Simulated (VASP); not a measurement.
Input of a VASP 6.6.1 run:

The input INCAR:

```
SYSTEM = C
  PREC = Accurate
  ENCUT = 520
  EDIFF = 1E-6
  ISMEAR = 0
  SIGMA = 0.1
  LREAL = .False.
  LASPH = .True.
  NELM = 80
  ALGO = Normal
  ISIF = 2
  LWAVE = .False.
  LCHARG = .False.
  GGA = PE
  NBANDS = 13
```

KPOINTS

```
Automatic mesh
0
Gamma
  12 12 6
  0 0 0
```

Contents of POSCAR:

```
C
1.0
    2.4553558900      0.0000000000      0.0000000000
   -1.2276779500      2.1264005800      0.0000000000
    0.0000000000      0.0000000000      2.6886542600
C
3
Direct
    0.0000000000      0.5000000000      0.3333333300
    0.5000000000      0.5000000000      0.6666666700
    0.5000000000      0.0000000000      0.0000000000
```

Potentials or basis: VASP PAW PBE potentials, release 64 (C).

The run is started by

```sh
$ cat potpaw_PBE.64/C/POTCAR > POTCAR
$ mpirun -np 1 vasp_std > vasp.out
```

Task: What does it give for the pressure?

Result: 93.7 GPa.

Task: Estimate the band gap on the k mesh.

Result: 1.71 eV, indirect (least direct gap 5.68 eV).

Stress tensor (GPa, compression positive):
```
103.33   0.00   0.00
  0.00 103.33   0.00
  0.00   0.00  74.30
```

A k mesh can miss the band edges. PBE gaps usually lie below the measured ones, often by a third to a half.
